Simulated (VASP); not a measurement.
## Sn: single point with PBE

The system is Sn.

```
Sn
1.0
     4.69310    0.00000    0.00000
    -2.34655    4.06434    0.00000
     0.00000    0.00000    7.71397
Sn
4
Direct
  0.66667 0.33333 0.06260
  0.33333 0.66667 0.56260
  0.66667 0.33333 0.43740
  0.33333 0.66667 0.93740
```

```yaml
Program: VASP 6.6.1
Task: single point
Functional: PBE
Potentials_or_basis: VASP PAW PBE potentials, release 64 (Sn_d)
Cutoff: 520 eV
k_mesh: 12 × 12 × 6
Occupations: gaussian, width 0.1 eV
Spin: no spin polarisation
Dipole_correction: no
Further_INCAR_settings: ALGO = Fast; EDIFF = 1e-06; NBANDS = 36
```

```yaml
Pressure: -0.1 GPa
Band_gap_on_the_k_mesh: zero (band 28 reaches 4.95 eV, above the bottom of band 29 at 4.86 eV)
```

Levels at points of the mesh, in eV from the Fermi level:
| k point | band 26 | band 27 | band 28 | band 29 | band 30 | band 31 |
| --- | --- | --- | --- | --- | --- | --- |
| (0.00, 0.00, 0.00) | -1.12 | -0.38 | -0.06 | 0.10 | 0.10 | 1.92 |
| (0.50, 0.00, 0.00) | -2.30 | -1.98 | -1.09 | 0.61 | 1.05 | 3.11 |
| (0.00, 0.00, 0.50) | -0.64 | -0.64 | -0.64 | 0.19 | 0.19 | 2.78 |
| (0.50, 0.00, 0.50) | -1.92 | -1.80 | -1.80 | 0.41 | 0.41 | 1.94 |

Wall time 4.9 min on 1 thread of Intel(R) Xeon(R) Platinum 8488C (Sapphire Rapids), on a shared host, peak memory 0.44 GiB.

Caveat: spin-orbit coupling is left out, which moves the levels of the heavy elements.
